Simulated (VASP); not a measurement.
GaP, 2 atoms in the cell. The structure is cubic, space group Fm-3m (No. 225). The conventional cell has a = 5.117 Å, b = 5.117 Å, c = 5.117 Å, α = 90.00°, β = 90.00°, γ = 90.00°. Within 3.4 Å of Ga (site symmetry m-3m) lie 6 P at 2.56 Å. P (site symmetry m-3m) has 6 Ga at 2.56 Å within 3.4 Å. 

| Item | Value |
| --- | --- |
| Program | VASP 6.6.1 |
| Task | single point |
| Functional | HSE06 |
| Potentials or basis | VASP PAW PBE potentials, release 64 (Ga_d, P) |
| Cutoff | 520 eV |
| k mesh | 4 × 4 × 4 |
| Occupations | fermi-dirac, width 0.02 eV |
| Spin | no spin polarisation |
| Dipole correction | no |
| Grid for exact exchange (PRECFOCK) | Normal |
| Further INCAR settings | ALGO = Normal; EDIFF = 1e-06; NBANDS = 16 |
| Screening parameter | 0.2079 1/Å |

Potentials or basis: VASP PAW PBE potentials, release 64 (Ga_d, P).

Command:

```bash
$ cat potpaw_PBE.64/Ga_d/POTCAR potpaw_PBE.64/P/POTCAR > POTCAR
$ cp INCAR.step1 INCAR
$ mpirun -np 1 vasp_std > vasp.out
$ cp INCAR.step2 INCAR
$ mpirun -np 1 vasp_std > vasp.out
```

Hardware: 1 thread of AMD EPYC 7R13 Processor (Zen 3), with other jobs on the host.

Q: Estimate the wall time of this run.

A: Wall time 6.9 min on 1 thread of AMD EPYC 7R13 Processor (Zen 3) (shared host), peak memory 0.25 GiB. Counts: k points 8.
